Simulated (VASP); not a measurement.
A run of VASP 6.6.1:

INCAR

```
PREC     = Accurate       # precision mode
ENCUT    = 500            # plane-wave cutoff, eV
EDIFF    = 1E-6           # SCF threshold, eV
ISMEAR   = 0              # smearing method
SIGMA    = 0.1            # smearing width, eV
LREAL    = False          # projectors in reciprocal space
LASPH    = True           # aspherical terms in the spheres
NELM     = 120            # most SCF steps
ALGO     = Normal         # electronic algorithm
ISIF     = 2              # what is computed and relaxed
LWAVE    = False          # write WAVECAR
LCHARG   = True           # write CHGCAR
GGA      = B5             # functional
ALDAX    = 1.0          
AGGAX    = 1.0          
AGGAC    = 1.0          
ALDAC    = 0.0          
LELF     = True           # ELF
LVHAR    = True         
NBANDS   = 16             # bands
GGA_COMPAT= False
```

The input KPOINTS:

```
regular mesh
0
Gamma
  2 2 2
```

POSCAR

```
AlRu
1.0
    2.9824954400      0.0000000000      0.0000000000
    0.0000000000      2.9824954400      0.0000000000
    0.0000000000      0.0000000000      2.9824954400
Al Ru
1 1
Direct
    0.0000000000      0.0000000000      0.0000000000
    0.5000000000      0.5000000000      0.5000000000
```

Potentials or basis: VASP PAW PBE potentials, release 64 (Al, Ru_pv).

Run with:

```sh
$ cat potpaw_PBE.64/Al/POTCAR potpaw_PBE.64/Ru_pv/POTCAR > POTCAR
$ mpirun -np 1 vasp_std > vasp.out
```

Hardware: 1 thread of Intel(R) Xeon(R) 6975P-C (Granite Rapids) (shared host).

Problem. Estimate the wall time of this run.

Solution. Wall time 9.5 s on 1 thread of Intel(R) Xeon(R) 6975P-C (Granite Rapids), with other jobs on the host, peak memory 0.13 GiB. Counts: scf iterations 11, k points 4.
